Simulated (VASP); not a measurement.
# FeO (R-3m) in VASP: a series of runs

Runs on FeO. Level: PBE. Tasks: single point.

Program: VASP 6.6.1. These are calculated values, not measurements. Logs are shortened: lines on timing, memory, paths and dates and some standing lists are left out, and cuts for length are marked.

### Step 1. The cell of the first run

It takes space group R-3m (No. 166, trigonal). Conventional cell: a = 3.035 Å, b = 3.035 Å, c = 7.547 Å, α = 90.00°, β = 90.00°, γ = 120.00°. Fe (site symmetry -3m) has 6 O at 2.16 Å within 2.9 Å. Within 2.9 Å of O (site symmetry -3m) lie 6 Fe at 2.16 Å.

### Step 2. Single point, PBE, collinear spin, ferromagnetic start

File INCAR:

```
SYSTEM = FeO
ALGO = Normal
EDIFF = 1E-6
ENCUT = 700
GGA = PE
GGA_COMPAT = .FALSE.
ISIF = 2
ISMEAR = -1
ISPIN = 2
LASPH = .TRUE.
LCHARG = .FALSE.
LMAXMIX = 4
LORBIT = 11
LREAL = .FALSE.
LWAVE = .FALSE.
MAGMOM = 3.8 0
NBANDS = 22
NELM = 200
NUPDOWN = 3.8
PREC = Accurate
SIGMA = 0.05
```

File KPOINTS:

```
k-points
0
G
  9 9 9
  0 0 0
```

File POSCAR:

```
FeO
1.0
    1.5176821100      0.8762341800      2.5157945800
   -1.5176821100      0.8762341800      2.5157945800
    0.0000000000     -1.7524683500      2.5157945800
Fe O
1 1
Direct
    0.0000000000      0.0000000000      0.0000000000
    0.5000000000      0.5000000000      0.5000000000
```

Potentials or basis: VASP PAW PBE potentials, release 64 (Fe_sv, O).

Launch:

```bash
> cat potpaw_PBE.64/Fe_sv/POTCAR potpaw_PBE.64/O/POTCAR > POTCAR
> mpirun -np 1 vasp_std > vasp.out
```

OUTCAR:

```text
SYSTEM = FeO
   EDIFF = 1E-6
   ENCUT = 700
   GGA = PE
   ISIF = 2
   ISMEAR = -1
   ISPIN = 2
   LASPH = .TRUE.
   LORBIT = 11
   LREAL = .FALSE.
   NELM = 200
   NUPDOWN = 3.8
   PREC = Accurate

 ion  position               nearest neighbor table
   1  0.000  0.000  0.000-   2 2.16   2 2.16   2 2.16   2 2.16   2 2.16   2 2.16
   2  0.500  0.500  0.500-   1 2.16   1 2.16   1 2.16   1 2.16   1 2.16   1 2.16

  LATTYP: Found a trigonal (rhomboedric) cell.
 ALAT       =     3.0660019070
 COS(alpha) =     0.5099427872

  Lattice vectors:

 A1 = (   1.5176821100,   0.8762341800,   2.5157945800)
 A2 = (  -1.5176821100,   0.8762341800,   2.5157945800)
 A3 = (   0.0000000000,  -1.7524683500,   2.5157945800)

Analysis of symmetry for initial positions (statically):
=====================================================================
 Subroutine PRICEL returns:
 Original cell was already a primitive cell.

 Routine SETGRP: Setting up the symmetry group for a
 trigonal (rhombohedral) supercell.

 Subroutine GETGRP returns: Found 12 space group operations
 (whereof 12 operations were pure point group operations)
 out of a pool of 12 trial point group operations.

The static configuration has the point symmetry D_3d.

Analysis of symmetry for dynamics (positions and initial velocities):
=====================================================================
 Subroutine PRICEL returns:
 Original cell was already a primitive cell.

 Routine SETGRP: Setting up the symmetry group for a
 trigonal (rhombohedral) supercell.

 Subroutine GETGRP returns: Found 12 space group operations
 (whereof 12 operations were pure point group operations)
 out of a pool of 12 trial point group operations.

The dynamic configuration has the point symmetry D_3d.

Analysis of structural, dynamic, and magnetic symmetry:
=====================================================================
 Subroutine PRICEL returns:
 Original cell was already a primitive cell.

 Routine SETGRP: Setting up the symmetry group for a
 trigonal (rhombohedral) supercell.

 Subroutine GETGRP returns: Found 12 space group operations
 (whereof 12 operations were pure point group operations)
 out of a pool of 12 trial point group operations.

The overall configuration has the point symmetry D_3d.

 Subroutine INISYM returns: Found 12 space group operations
 (whereof 12 operations are pure point group operations),
 and found     1 'primitive' translations

----------------------------------------------------------------------------------------

                                     Primitive cell

  volume of cell :      20.0737

  direct lattice vectors                    reciprocal lattice vectors
     1.517682110  0.876234180  2.515794580     0.329449755  0.190207905  0.132496244
    -1.517682110  0.876234180  2.515794580    -0.329449755  0.190207905  0.132496244
     0.000000000 -1.752468350  2.515794580     0.000000000 -0.380415809  0.132496245

  length of vectors
     3.066001907  3.066001907  3.066001906     0.402829298  0.402829298  0.402829297

  position of ions in fractional coordinates (direct lattice)
     0.000000000  0.000000000  0.000000000
     0.500000000  0.500000000  0.500000000

  ion indices of the primitive-cell ions
   primitive index   ion index
                 1           1
                 2           2

----------------------------------------------------------------------------------------

 KPOINTS: k-points

Automatic generation of k-mesh.
 Grid dimensions read from file:
 generate k-points for:    9    9    9

 Generating k-lattice:

  Cartesian coordinates                     Fractional coordinates (reciprocal lattice)
     0.036605528  0.021134212  0.014721805     0.111111111  0.000000000 -0.000000000
    -0.036605528  0.021134212  0.014721805     0.000000000  0.111111111 -0.000000000
     0.000000000 -0.042268423  0.014721805     0.000000000  0.000000000  0.111111111

  Length of vectors
     0.044758811  0.044758811  0.044758811

  Shift w.r.t. Gamma in fractional coordinates (k-lattice)
     0.000000000  0.000000000  0.000000000

 Subroutine IBZKPT returns following result:
 ===========================================

 Found     85 irreducible k-points:

 Following reciprocal coordinates:
            Coordinates               Weight
  0.000000  0.000000  0.000000      1.000000
  0.111111  0.000000  0.000000      6.000000
  0.222222 -0.000000  0.000000      6.000000
  0.333333  0.000000  0.000000      6.000000
  0.444444 -0.000000  0.000000      6.000000
  0.111111  0.111111  0.000000      6.000000
[... 16 lines left out ...]
 -0.333333  0.333333  0.000000      6.000000
  0.444444  0.444444  0.000000      6.000000
 [... further k-points ...]
   k-points           NKPTS =     85   k-points in BZ     NKDIM =     85   number of bands    NBANDS=     22
   number of dos      NEDOS =    301   number of ions     NIONS =      2
   total plane-waves  NPLWV =  21952
   dimension x,y,z NGX =    28 NGY =   28 NGZ =   28
   dimension x,y,z NGXF=    56 NGYF=   56 NGZF=   56
   ions per type =               1   1
   NGX,Y,Z   is equivalent  to a cutoff of  15.18, 15.18, 15.18 a.u.
   NGXF,Y,Z  is equivalent  to a cutoff of  30.36, 30.36, 30.36 a.u.
 SYSTEM =  FeO
   PREC   = accura    normal or accurate (medium, high low for compatibility)
   ISTART =      0    job   : 0-new  1-cont  2-samecut
   ICHARG =      2    charge: 1-file 2-atom 10-const
   ISPIN  =      2    spin polarized calculation?
   LNONCOLLINEAR =      F non collinear calculations
   LSORBIT =      F    spin-orbit coupling
   LASPH  =      T    aspherical Exc in radial PAW
   ENCUT  =  700.0 eV  51.45 Ry    7.17 a.u.   6.61  6.61  6.61*2*pi/ulx,y,z
   NELM   =    200;   NELMIN=  2; NELMDL= -5     # of ELM steps
   EDIFF  = 0.1E-05   stopping-criterion for ELM
   LREAL  =      F    real-space projection
   EDIFFG = 0.1E-04   stopping-criterion for IOM
   NSW    =      0    number of steps for IOM
   IBRION =     -1    ionic relax: 0-MD 1-quasi-New 2-CG
   NFREE  =      0    steps in history (QN), initial steepest desc. (CG)
   ISIF   =      2    stress and relaxation
   ISYM   =      2    0-nonsym 1-usesym 2-fastsym
   POTIM  = 0.5000    time-step for ionic-motion
   TEBEG  =    0.0;   TEEND  =   0.0 temperature during run
   PSTRESS=    0.0 pullay stress
   NELECT =      22.0000    total number of electrons
   NUPDOWN=       3.8000    fix difference up-down
   EMIN   =  10.00;   EMAX   =-10.00  energy-range for DOS
   EFERMI =   0.00;   METHOD = LEGACY
   ISMEAR =    -1;   SIGMA  =   0.05  broadening in eV -4-tet -1-fermi 0-gaus
   EFERMI_NEDOS =   21; number of points for ismear=-14 and -15
   IALGO  =     38    algorithm
   IMIX   =      4    mixing-type and parameters
     AMIX     =   0.40;   BMIX     =  1.00
     AMIX_MAG =   1.60;   BMIX_MAG =  1.00
  volume/ion in A,a.u.               =      10.04        67.73
  Fermi-wavevector in a.u.,A,eV,Ry     =   1.687874  3.189619 38.761872  2.848917
  Thomas-Fermi vector in A             =   2.770281
   LORBIT       =     11    0 simple, 1 ext, 2 COOP (PROOUT), +10 PAW based schemes
   GGA     = PE    functional components
   LHFCALC =     F    Hartree Fock is set to
   AEXX    =    0.0000 exact exchange contribution
   IVDW    =     0    specifies the selected vdW correction
   LEPSILON=     F    determine dielectric tensor
   LRPA    =     F    only Hartree local field effects (RPA)
 spin polarized calculation
  energy-cutoff  :      700.00
  volume of cell :       20.07
 maximum number of plane-waves:       875
   NGX = 13   NGY = 13   NGZ = 13

 number of electron      21.9999993 magnetization       3.7999998

 Free energy of the ion-electron system (eV)
  ---------------------------------------------------
  ext. energy  EPLUGINS =         0.00000000
  ---------------------------------------------------
  free energy    TOTEN  =       -15.00361903 eV

  energy without entropy =      -14.98987370  energy(sigma->0) =      -14.99674636

 E-fermi :   9.8031     XC(G=0): -12.5183

 val. band max:        9.7193981348   @ k =  -0.4444   0.2222   0.1111
 cond. band min:       9.2926909351   @ k =  -0.3333   0.2222  -0.0000
 fundamental gap:     -0.4267071997
 Fermi energy:         9.2884405002

 spin component 1

 k-point     1 :       0.0000    0.0000    0.0000
  band No.  band energies     occupation
      1     -80.0098      1.00000
      2     -46.0536      1.00000
      3     -46.0320      1.00000
      4     -46.0320      1.00000
      5     -11.0265      1.00000
      6       5.8026      1.00000
[... 14 lines left out ...]
     21      30.4273      0.00000
     22      33.3899      0.00000
[... 552 lines left out ...]
  band No.  band energies     occupation
      1     -80.0029      1.00000
      2     -46.0879      1.00000
      3     -46.0625      1.00000
      4     -46.0505      1.00000
      5      -9.9228      1.00000
      6       2.2854      1.00000
[... 14 lines left out ...]
     21      39.4398      0.00000
     22      39.4603      0.00000

 [... further k-points ...]

 spin component 2

 k-point     1 :       0.0000    0.0000    0.0000
  band No.  band energies     occupation
      1     -76.0131      1.00000
      2     -42.1333      1.00000
      3     -42.1307      1.00000
      4     -42.1307      1.00000
      5     -10.5869      1.00000
      6       6.2500      1.00000
[... 14 lines left out ...]
     21      31.9537      0.00000
     22      34.4737      0.00000
[... 552 lines left out ...]
  band No.  band energies     occupation
      1     -76.0050      1.00000
      2     -42.1886      1.00000
      3     -42.1557      1.00000
      4     -42.1535      1.00000
      5      -9.4379      1.00000
      6       2.7415      1.00000
[... 14 lines left out ...]
     21      39.5972      0.00000
     22      39.6111      0.00000

 [... further k-points ...]

------------------------ aborting loop because EDIFF is reached ----------------------------------------

  FORCE on cell =-STRESS in cart. coord.  units (eV):
  Direction    XX          YY          ZZ          XY          YZ          ZX
  --------------------------------------------------------------------------------------
  -------------------------------------------------------------------------------------
  Total       -0.5028957     -0.5028957     -0.6078274      0.0000000     -0.0000000      0.0000000
  in kB      -40.1384960    -40.1384962    -48.5135904      0.0000000     -0.0000001      0.0000000
  external PRESSURE =     -42.9301942 kB  Pullay stress =       0.0000000 kB

 VOLUME and BASIS-vectors are now :
 -----------------------------------------------------------------------------
  energy-cutoff  :      700.00
  volume of cell :       20.07
      direct lattice vectors                 reciprocal lattice vectors
     1.517682110  0.876234180  2.515794580     0.329449755  0.190207905  0.132496244
    -1.517682110  0.876234180  2.515794580    -0.329449755  0.190207905  0.132496244
     0.000000000 -1.752468350  2.515794580     0.000000000 -0.380415809  0.132496245

 POSITION                                       TOTAL-FORCE (eV/Angst)
 -----------------------------------------------------------------------------------
      0.00000      0.00000      0.00000        -0.000000      0.000000      0.000000
      0.00000      0.00000      3.77369         0.000000      0.000000     -0.000000
 -----------------------------------------------------------------------------------
    total drift:                                0.000000      0.000000      0.000000

  FREE ENERGIE OF THE ION-ELECTRON SYSTEM (eV)
  ---------------------------------------------------
  free  energy   TOTEN  =       -15.0036190263 eV

  energy  without entropy=      -14.9898737030  energy(sigma->0) =      -14.99674636

 total charge

# of ion       s       p       d       tot
------------------------------------------
    1        2.101   5.997   5.527  13.625
    2        1.554   3.429   0.000   4.983
--------------------------------------------------
tot          3.655   9.426   5.527  18.608

 magnetization (x)

# of ion       s       p       d       tot
------------------------------------------
    1        0.015   0.010   3.317   3.343
    2        0.029   0.213   0.000   0.242
--------------------------------------------------
tot          0.044   0.223   3.317   3.584
```

Run time: 52 s. Hardware: 1 thread of Intel Xeon 6975P-C (Granite Rapids), shared host; peak memory 0.23 GiB.

What came out:

```yaml
Free_energy: -15.0036 eV
Pressure: -4.3 GPa
Net_moment: 3.80 μB per cell
Site_moments: Fe +3.34; O +0.24 μB
Valence_electrons_inside_the_program's_atomic_spheres: Fe 13.62; O 4.98
```

Stress tensor (GPa, compression positive):
```
-4.01  0.00  0.00
 0.00 -4.01  0.00
 0.00  0.00 -4.85
```

Caveat: the cell stands under tension; the total moment is fixed, so each spin has its own Fermi level and the state may be an excited one; a cell with one magnetic atom can't hold antiferromagnetic order, which such compounds often take.

### Step 3. Single point, PBE, collinear spin, zero start

File INCAR:

```
SYSTEM = FeO
ALGO = Normal ; EDIFF = 1E-6
ENCUT = 700 ; GGA = PE
GGA_COMPAT = .FALSE. ; ISIF = 2
ISMEAR = -1 ; ISPIN = 2
LASPH = .TRUE. ; LCHARG = .FALSE.
LMAXMIX = 4 ; LORBIT = 11
LREAL = .FALSE. ; LWAVE = .FALSE.
MAGMOM = 0 0 ; NBANDS = 22
NELM = 200 ; NUPDOWN = 0.0
PREC = Accurate ; SIGMA = 0.05
```

KPOINTS is that of step 2.

POSCAR is that of step 2.

Potentials or basis: VASP PAW PBE potentials, release 64 (Fe_sv, O).

Launch:

```bash
> cat potpaw_PBE.64/Fe_sv/POTCAR potpaw_PBE.64/O/POTCAR > POTCAR
> mpirun -np 1 vasp_std > vasp.out
```

It took 83 s on 1 thread of AMD EPYC 9R45 (Zen 5), shared host; peak memory 0.2 GiB.

Results (log left out):

```yaml
Free_energy: -13.6311 eV
Pressure: -27.1 GPa
Net_moment: 0.00 μB per cell
Valence_electrons_inside_the_program's_atomic_spheres: Fe 13.71; O 4.92
```

Stress tensor (GPa, compression positive):
```
-27.19   0.00   0.00
  0.00 -27.19   0.00
  0.00   0.00 -27.02
```

Caveat: the cell stands under tension; the total moment is fixed, so each spin has its own Fermi level.
